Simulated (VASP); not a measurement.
Ti:

```
Ti
1.0
    -1.60511    1.60511    1.60511
     1.60511   -1.60511    1.60511
     1.60511    1.60511   -1.60511
Ti
1
Cartesian
  0.0000 0.0000 0.0000
```

This isn't the form of Ti at room conditions, which is hcp.

Base run:

| Item | Value |
| --- | --- |
| Program | VASP 6.6.1 |
| Functional | PBEsol |
| Potentials or basis | VASP PAW PBE potentials, release 64 (Ti_sv) |
| Cutoff | 520 eV |
| k mesh | 22 × 22 × 22 |
| Occupations | gaussian, width 0.15 eV |
| Spin | collinear spin |
| Starting moments | [0.25] μB |
| Fixed moment | 0.25 μB |

Its results: pressure -0.1 GPa; site moments Ti +0.18 μB.

**Question.** The run is repeated on the same cell with these changes: fixed moment from 0.25 μB to 0.75 μB; moments at the start from [0.25] to [0.75]. What comes out?

**Answer.** Pressure 1.3 GPa; site moments Ti +0.53 μB.

Caveats: the PAW data sets were made with another functional, which shifts forces and pressure a little; the total moment is fixed, so each spin has its own Fermi level and the state may be an excited one.
